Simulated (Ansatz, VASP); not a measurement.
Be in VASP and in Ansatz

```xyz
2
Lattice="2.2853 0.0000 0.0000 -1.1426 1.9791 0.0000 0.0000 0.0000 3.5125" Properties=species:S:1:pos:R:3 pbc="T T T"
Be    1.1427    0.6597    2.6344
Be    0.0000    1.3194    0.8781
```

Alike in both runs: functional PBEsol; k mesh 11 × 11 × 6; occupations fermi-dirac, width 0.05 eV; no spin polarisation.

|  | VASP | Ansatz |
| --- | --- | --- |
| version | VASP 6.6.1 | Ansatz 0.2.0 |
| potentials or method | VASP PAW PBE potentials, release 64 (Be) | Ansatz PAW |
| plane-wave cutoff (eV) | 520 | 420 |
| valence electrons in the cell | 4 | 4 |
| task | single point | band structure |

|  | VASP | Ansatz | Ansatz less VASP |
| --- | --- | --- | --- |
| gap on the k mesh at the Fermi level (eV) | none | none | - |
| pressure (GPa) | -1.0 | -1.3 | -0.36 |
| traceless stress, the component that is largest in VASP (GPa) | 6.25 | 6.19 | -0.063 |

VASP's potentials were made for PBE, not for PBEsol. A gap of «none» marks a metal or a gap that the smearing closes. With one functional, cell and mesh, what is left measures potentials, basis and numerics.
